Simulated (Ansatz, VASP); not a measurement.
Te2Mo in VASP and in Ansatz

```
Te Mo
1.0
     3.50419    0.00000    0.00000
    -1.75209    3.03472    0.00000
     0.00000    0.00000   33.27028
Te Mo
2 1
Direct
  0.33333 0.66667 0.44539
  0.33333 0.66667 0.55461
  0.66667 0.33333 0.50000
```

Alike in both runs: functional PBE; dispersion D3(BJ); k mesh 9 × 9 × 1; no spin polarisation.

Ansatz relaxed the structure, and its values are those at the end. VASP's run is a single point on that final structure, the one shown.

```csv
,VASP,Ansatz
version,VASP 6.6.1,Ansatz 0.2.0
potentials or method,"VASP PAW PBE potentials, release 64 (Te, Mo_sv), cutoff 520 eV","scalar-relativistic, plane waves, PAW"
occupations,"gaussian, width 0.01 eV",fixed
valence electrons in the cell,26,46
```

Ansatz gave:

| Item | Value |
| --- | --- |
| gap on the k mesh at the Fermi level (eV) | 1.19 |
| least direct gap on the mesh (eV) | 1.19 |
| rms of the force components (eV/Å) | 0.000 |

Task: Estimate VASP's values.

Result: gap on the k mesh at the Fermi level (eV): 1.19; least direct gap on the mesh (eV): 1.19; rms of the force components (eV/Å): 0.006.

VASP's potentials hold 26 valence electrons a cell and Ansatz's 46, so a difference there can come from the potentials and not from the codes. Ansatz's warnings: relaxed geometry near dispersion switch.

Neither program's run includes spin-orbit coupling.
